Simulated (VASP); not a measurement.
# Sn (Fm-3m) in VASP: single point with PBEsol

Aim: the single point of Sn with PBEsol.

Everything below comes from runs of VASP 6.6.1. Logs are shortened: lines on timing, memory, paths and dates and some standing lists are left out, and cuts for length are marked.

**1. The cell of the first run**

It takes space group Fm-3m (No. 225, cubic). The conventional cell has a = 6.166 Å, b = 6.166 Å, c = 6.166 Å, α = 90.00°, β = 90.00°, γ = 90.00°. Within 5.7 Å of Sn (site symmetry m-3m) lie 12 Sn at 4.36 Å.

**2. Single point, PBEsol**

Input file INCAR:

```
  PREC = Accurate
  ENCUT = 500
  EDIFF = 1E-6
  ISMEAR = -1
  SIGMA = 0.1
  LREAL = F
  LASPH = T
  NELM = 120
  ALGO = Normal
  ISIF = 2
  LWAVE = F
  LCHARG = F
  GGA = PS
  NBANDS = 13
  GGA_COMPAT = F
```

Input file KPOINTS:

```
regular mesh
0
Gamma
  7 7 7
```

Input file POSCAR:

```
Sn
1.0
    0.0000000000      3.0830250000      3.0830250000
    3.0830250000      0.0000000000      3.0830250000
    3.0830250000      3.0830250000      0.0000000000
Sn
1
Direct
    0.0000000000      0.0000000000      0.0000000000
```

Potentials or basis: VASP PAW PBE potentials, release 64 (Sn_d).

Launch:

```sh
$ cat potpaw_PBE.64/Sn_d/POTCAR > POTCAR
$ mpirun -np 1 vasp_std > vasp.out
```

OUTCAR:

```text
PREC = Accurate
   ENCUT = 500
   EDIFF = 1E-6
   ISMEAR = -1
   LREAL = F
   LASPH = T
   NELM = 120
   ISIF = 2
   GGA = PS

 ion  position               nearest neighbor table
   1  0.000  0.000  0.000-

  LATTYP: Found a face centered cubic cell.
 ALAT       =     6.1660500000

  Lattice vectors:

 A1 = (   0.0000000000,   3.0830250000,   3.0830250000)
 A2 = (   3.0830250000,   0.0000000000,   3.0830250000)
 A3 = (   3.0830250000,   3.0830250000,   0.0000000000)

Analysis of symmetry for initial positions (statically):
=====================================================================
 Subroutine PRICEL returns:
 Original cell was already a primitive cell.

 Routine SETGRP: Setting up the symmetry group for a
 face centered cubic supercell.

 Subroutine GETGRP returns: Found 48 space group operations
 (whereof 48 operations were pure point group operations)
 out of a pool of 48 trial point group operations.

The static configuration has the point symmetry O_h .

Analysis of symmetry for dynamics (positions and initial velocities):
=====================================================================
 Subroutine PRICEL returns:
 Original cell was already a primitive cell.

 Routine SETGRP: Setting up the symmetry group for a
 face centered cubic supercell.

 Subroutine GETGRP returns: Found 48 space group operations
 (whereof 48 operations were pure point group operations)
 out of a pool of 48 trial point group operations.

The dynamic configuration has the point symmetry O_h .

 Subroutine INISYM returns: Found 48 space group operations
 (whereof 48 operations are pure point group operations),
 and found     1 'primitive' translations

----------------------------------------------------------------------------------------

                                     Primitive cell

  volume of cell :      58.6086

  direct lattice vectors                    reciprocal lattice vectors
     0.000000000  3.083025000  3.083025000    -0.162178380  0.162178380  0.162178380
     3.083025000  0.000000000  3.083025000     0.162178380 -0.162178380  0.162178380
     3.083025000  3.083025000  0.000000000     0.162178380  0.162178380 -0.162178380

  length of vectors
     4.360055768  4.360055768  4.360055768     0.280901194  0.280901194  0.280901194

  position of ions in fractional coordinates (direct lattice)
     0.000000000  0.000000000  0.000000000

  ion indices of the primitive-cell ions
   primitive index   ion index
                 1           1

----------------------------------------------------------------------------------------

 KPOINTS: regular mesh

Automatic generation of k-mesh.
 Grid dimensions read from file:
 generate k-points for:    7    7    7

 Generating k-lattice:

  Cartesian coordinates                     Fractional coordinates (reciprocal lattice)
    -0.023168340  0.023168340  0.023168340     0.142857143  0.000000000  0.000000000
     0.023168340 -0.023168340  0.023168340     0.000000000  0.142857143  0.000000000
     0.023168340  0.023168340 -0.023168340     0.000000000  0.000000000  0.142857143

  Length of vectors
     0.040128742  0.040128742  0.040128742

  Shift w.r.t. Gamma in fractional coordinates (k-lattice)
     0.000000000  0.000000000  0.000000000

 Subroutine IBZKPT returns following result:
 ===========================================

 Found     20 irreducible k-points:

 Following reciprocal coordinates:
            Coordinates               Weight
  0.000000  0.000000  0.000000      1.000000
  0.142857  0.000000  0.000000      8.000000
  0.285714  0.000000  0.000000      8.000000
  0.428571  0.000000  0.000000      8.000000
  0.142857  0.142857  0.000000      6.000000
  0.285714  0.142857  0.000000     24.000000
[... 12 lines left out ...]
 -0.428571  0.428571  0.142857     24.000000
 -0.285714  0.428571  0.142857     24.000000
   k-points           NKPTS =     20   k-points in BZ     NKDIM =     20   number of bands    NBANDS=     13
   number of dos      NEDOS =    301   number of ions     NIONS =      1
   total plane-waves  NPLWV =  32768
   dimension x,y,z NGX =    32 NGY =   32 NGZ =   32
   dimension x,y,z NGXF=    64 NGYF=   64 NGZF=   64
   ions per type =               1
   NGX,Y,Z   is equivalent  to a cutoff of  12.20, 12.20, 12.20 a.u.
   NGXF,Y,Z  is equivalent  to a cutoff of  24.40, 24.40, 24.40 a.u.
 SYSTEM =  unknown system
   PREC   = accura    normal or accurate (medium, high low for compatibility)
   ISTART =      0    job   : 0-new  1-cont  2-samecut
   ICHARG =      2    charge: 1-file 2-atom 10-const
   ISPIN  =      1    spin polarized calculation?
   LNONCOLLINEAR =      F non collinear calculations
   LSORBIT =      F    spin-orbit coupling
   LASPH  =      T    aspherical Exc in radial PAW
   ENCUT  =  500.0 eV  36.75 Ry    6.06 a.u.   7.95  7.95  7.95*2*pi/ulx,y,z
   NELM   =    120;   NELMIN=  2; NELMDL= -5     # of ELM steps
   EDIFF  = 0.1E-05   stopping-criterion for ELM
   LREAL  =      F    real-space projection
   EDIFFG = 0.1E-04   stopping-criterion for IOM
   NSW    =      0    number of steps for IOM
   IBRION =     -1    ionic relax: 0-MD 1-quasi-New 2-CG
   NFREE  =      0    steps in history (QN), initial steepest desc. (CG)
   ISIF   =      2    stress and relaxation
   ISYM   =      2    0-nonsym 1-usesym 2-fastsym
   POTIM  = 0.5000    time-step for ionic-motion
   TEBEG  =    0.0;   TEEND  =   0.0 temperature during run
   PSTRESS=    0.0 pullay stress
   NELECT =      14.0000    total number of electrons
   NUPDOWN=      -1.0000    fix difference up-down
   EMIN   =  10.00;   EMAX   =-10.00  energy-range for DOS
   EFERMI =   0.00;   METHOD = LEGACY
   ISMEAR =    -1;   SIGMA  =   0.10  broadening in eV -4-tet -1-fermi 0-gaus
   EFERMI_NEDOS =   21; number of points for ismear=-14 and -15
   IALGO  =     38    algorithm
   IMIX   =      4    mixing-type and parameters
     AMIX     =   0.40;   BMIX     =  1.00
     AMIX_MAG =   1.60;   BMIX_MAG =  1.00
  volume/ion in A,a.u.               =      58.61       395.51
  Fermi-wavevector in a.u.,A,eV,Ry     =   1.015774  1.919535 14.038451  1.031797
  Thomas-Fermi vector in A             =   2.149079
   LORBIT       =      0    0 simple, 1 ext, 2 COOP (PROOUT), +10 PAW based schemes
   GGA     = PS    functional components
   LHFCALC =     F    Hartree Fock is set to
   AEXX    =    0.0000 exact exchange contribution
   IVDW    =     0    specifies the selected vdW correction
   LEPSILON=     F    determine dielectric tensor
   LRPA    =     F    only Hartree local field effects (RPA)
 non-spin polarized calculation
  energy-cutoff  :      500.00
  volume of cell :       58.61
 maximum number of plane-waves:      1498
   NGX = 15   NGY = 15   NGZ = 15

 number of electron      13.9999994 magnetization

 Free energy of the ion-electron system (eV)
  ---------------------------------------------------
  ext. energy  EPLUGINS =         0.00000000
  ---------------------------------------------------
  free energy    TOTEN  =        -2.77382036 eV

  energy without entropy =       -2.74494504  energy(sigma->0) =       -2.75938270

 E-fermi :   1.5621     XC(G=0):  -7.3735

 val. band max:        1.5587969290   @ k =   0.2857   0.2857   0.0000
 cond. band min:       1.7764574812   @ k =   0.2857   0.1429   0.0000
 fundamental gap:      0.2176605522
 Fermi energy:         1.5621192368

 k-point     1 :       0.0000    0.0000    0.0000
  band No.  band energies     occupation
      1     -20.2296      2.00000
      2     -20.2296      2.00000
      3     -20.2296      2.00000
      4     -20.2260      2.00000
      5     -20.2260      2.00000
      6      -6.1224      2.00000
      7       4.4687      0.00000
      8       4.4687      0.00000
      9       4.4687      0.00000
     10       7.1813      0.00000
     11       9.7623      0.00000
     12       9.7623      0.00000
     13       9.7623      0.00000

 k-point     2 :       0.1429    0.0000    0.0000
  band No.  band energies     occupation
      1     -20.2292      2.00000
      2     -20.2288      2.00000
      3     -20.2288      2.00000
      4     -20.2257      2.00000
      5     -20.2257      2.00000
      6      -5.9499      2.00000
      7       3.1193      0.00000
      8       4.3278      0.00000
      9       4.3278      0.00000
     10       7.8336      0.00000
     11       9.3271      0.00000
     12      10.0483      0.00000
     13      10.0483      0.00000

 k-point     3 :       0.2857    0.0000    0.0000
  band No.  band energies     occupation
      1     -20.2287      2.00000
      2     -20.2287      2.00000
      3     -20.2284      2.00000
      4     -20.2232      2.00000
      5     -20.2232      2.00000
      6      -5.4879      2.00000
      7       1.1976      1.94912
      8       4.0589      0.00000
      9       4.0589      0.00000
     10       7.4159      0.00000
     11       9.7703      0.00000
     12       9.7703      0.00000
     13      10.5171      0.00000

 k-point     4 :       0.4286    0.0000    0.0000
  band No.  band energies     occupation
      1     -20.2293      2.00000
      2     -20.2293      2.00000
      3     -20.2277      2.00000
      4     -20.2206      2.00000
      5     -20.2206      2.00000
      6      -4.9898      2.00000
      7      -0.1088      2.00000
      8       3.8771      0.00000
      9       3.8771      0.00000
     10       7.1044      0.00000
     11       9.2842      0.00000
     12       9.2842      0.00000
     13      10.0108      0.00000

 k-point     5 :       0.1429    0.1429    0.0000
  band No.  band energies     occupation
      1     -20.2304      2.00000
      2     -20.2276      2.00000
      3     -20.2276      2.00000
      4     -20.2268      2.00000
      5     -20.2251      2.00000
      6      -5.8921      2.00000
      7       3.2491      0.00000
      8       3.9743      0.00000
      9       3.9743      0.00000
     10       8.3044      0.00000
     11       8.3834      0.00000
     12      10.3080      0.00000
     13      10.6244      0.00000
[... 193 lines left out ...]
 k-point    18 :      -0.4286    0.2857    0.1429
  band No.  band energies     occupation
      1     -20.2291      2.00000
      2     -20.2274      2.00000
      3     -20.2251      2.00000
      4     -20.2225      2.00000
      5     -20.2204      2.00000
      6      -4.7057      2.00000
      7       0.3849      1.99998
      8       1.9071      0.06153
      9       3.0405      0.00000
     10       7.7883      0.00000
     11       8.7548      0.00000
     12      10.2391      0.00000
     13      11.6588      0.00000

 k-point    19 :      -0.4286    0.4286    0.1429
  band No.  band energies     occupation
      1     -20.2308      2.00000
      2     -20.2290      2.00000
      3     -20.2232      2.00000
      4     -20.2210      2.00000
      5     -20.2191      2.00000
      6      -4.5435      2.00000
      7       0.4987      1.99995
      8       1.9021      0.06460
      9       2.3385      0.00085
     10       6.9523      0.00000
     11       7.8500      0.00000
     12      11.1013      0.00000
     13      12.9925      0.00000

 k-point    20 :      -0.2857    0.4286    0.1429
  band No.  band energies     occupation
      1     -20.2293      2.00000
      2     -20.2263      2.00000
      3     -20.2244      2.00000
      4     -20.2235      2.00000
      5     -20.2191      2.00000
      6      -4.4756      2.00000
      7       0.8600      1.99822
      8       0.9883      1.99358
      9       2.4141      0.00040
     10       7.4860      0.00000
     11       9.4493      0.00000
     12      10.5976      0.00000
     13      10.8017      0.00000

------------------------ aborting loop because EDIFF is reached ----------------------------------------

  FORCE on cell =-STRESS in cart. coord.  units (eV):
  Direction    XX          YY          ZZ          XY          YZ          ZX
  --------------------------------------------------------------------------------------
  -------------------------------------------------------------------------------------
  Total       -2.5999347     -2.5999347     -2.5999347     -0.0000000     -0.0000000      0.0000000
  in kB      -71.0741855    -71.0741855    -71.0741855     -0.0000000     -0.0000000      0.0000000
  external PRESSURE =     -71.0741855 kB  Pullay stress =       0.0000000 kB

 VOLUME and BASIS-vectors are now :
 -----------------------------------------------------------------------------
  energy-cutoff  :      500.00
  volume of cell :       58.61
      direct lattice vectors                 reciprocal lattice vectors
     0.000000000  3.083025000  3.083025000    -0.162178380  0.162178380  0.162178380
     3.083025000  0.000000000  3.083025000     0.162178380 -0.162178380  0.162178380
     3.083025000  3.083025000  0.000000000     0.162178380  0.162178380 -0.162178380

 POSITION                                       TOTAL-FORCE (eV/Angst)
 -----------------------------------------------------------------------------------
      0.00000      0.00000      0.00000        -0.000000     -0.000000      0.000000
 -----------------------------------------------------------------------------------
    total drift:                                0.000000      0.000000      0.000000

  FREE ENERGIE OF THE ION-ELECTRON SYSTEM (eV)
  ---------------------------------------------------
  free  energy   TOTEN  =        -2.7738203636 eV

  energy  without entropy=       -2.7449450356  energy(sigma->0) =       -2.75938270
```

It took 11 s on 1 thread of Intel Xeon Platinum 8488C (Sapphire Rapids), shared host; peak memory 0.17 GiB.

Results:

```yaml
Free_energy: -2.7738 eV
Pressure: -7.1 GPa
Band_gap_on_the_k_mesh: zero (band 7 reaches 4.47 eV, above the bottom of band 8 at 0.99 eV)
```

Caveat: the PAW data sets were made with another functional, which shifts forces and pressure a little; spin-orbit coupling is left out, which moves the levels of the heavy elements.
